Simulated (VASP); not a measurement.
Input of a VASP 6.6.1 run:

INCAR

```
SYSTEM = Li2Se
PREC     = Accurate       ! precision mode
ENCUT    = 750            ! plane-wave cutoff, eV
EDIFF    = 1E-6           ! SCF threshold, eV
ISMEAR   = 0              ! smearing method
SIGMA    = 0.05           ! smearing width, eV
LREAL    = .FALSE.        ! projectors in reciprocal space
LASPH    = .TRUE.         ! aspherical terms in the spheres
NELM     = 120            ! most SCF steps
ALGO     = Normal         ! electronic algorithm
ISIF     = 2              ! what is computed and relaxed
LWAVE    = .FALSE.        ! write WAVECAR
LCHARG   = .FALSE.        ! write CHGCAR
GGA      = PE             ! functional
NBANDS   = 13             ! bands
GGA_COMPAT= .FALSE.
```

The input KPOINTS:

```
Automatic mesh
0
G
  8 8 8
  0 0 0
```

Contents of POSCAR:

```
Li2Se
1.0
    0.0000000000      3.1526250000      3.1526250000
    3.1526250000      0.0000000000      3.1526250000
    3.1526250000      3.1526250000      0.0000000000
Li Se
2 1
Direct
    0.2500000000      0.2500000000      0.2500000000
    0.7500000000      0.7500000000      0.7500000000
    0.0000000000      0.0000000000      0.0000000000
```

Potentials or basis: VASP PAW PBE potentials, release 64 (Li_sv, Se).

Command:

```sh
$ cat potpaw_PBE.64/Li_sv/POTCAR potpaw_PBE.64/Se/POTCAR > POTCAR
$ mpirun -np 1 vasp_std > vasp.out
```

Question: Estimate the pressure.

Answer: -3.8 GPa.

Question: Estimate the band gap on the k mesh.

Answer: 2.81 eV, direct.

Caveat: the cell differs from its parent crystal (strain +0.050 along x and y, +0.050 along z). A k mesh can miss the band edges.
